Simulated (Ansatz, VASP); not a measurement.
## Two plane-wave programs on GaSb

```
CELL_PARAMETERS angstrom
0.00000 3.11900 3.11900
3.11900 0.00000 3.11900
3.11900 3.11900 0.00000
ATOMIC_POSITIONS crystal
Sb 0.75000 0.75000 0.75000
Ga 0.00000 0.00000 0.00000
```

Alike in both runs: task single point; functional BHLYP; k mesh 4 × 4 × 4; occupations fermi-dirac, width 0.05 eV; no spin polarisation.

|  | VASP | Ansatz |
| --- | --- | --- |
| version | VASP 6.6.1 | Ansatz 0.2.0 |
| potentials or method | VASP PAW PBE potentials, release 64 (Sb, Ga_d) | Ansatz PAW |
| plane-wave cutoff (eV) | 520 | 420 |
| valence electrons in the cell | 18 | 28 |

VASP gave:

* gap on the k mesh at the Fermi level (eV): 2.76
* least direct gap on the mesh (eV): 2.76
* pressure (GPa): -3.7

Q: Estimate Ansatz's values.

A: gap on the k mesh at the Fermi level (eV): 2.39; least direct gap on the mesh (eV): 2.39; pressure (GPa): -1.6.

VASP's potentials were made for PBE, not for BHLYP. VASP's potentials hold 18 valence electrons a cell and Ansatz's 28, so a difference there can come from the potentials and not from the codes.

The k mesh is coarse, so the values compare programs but aren't converged. Spin-orbit coupling is off throughout.
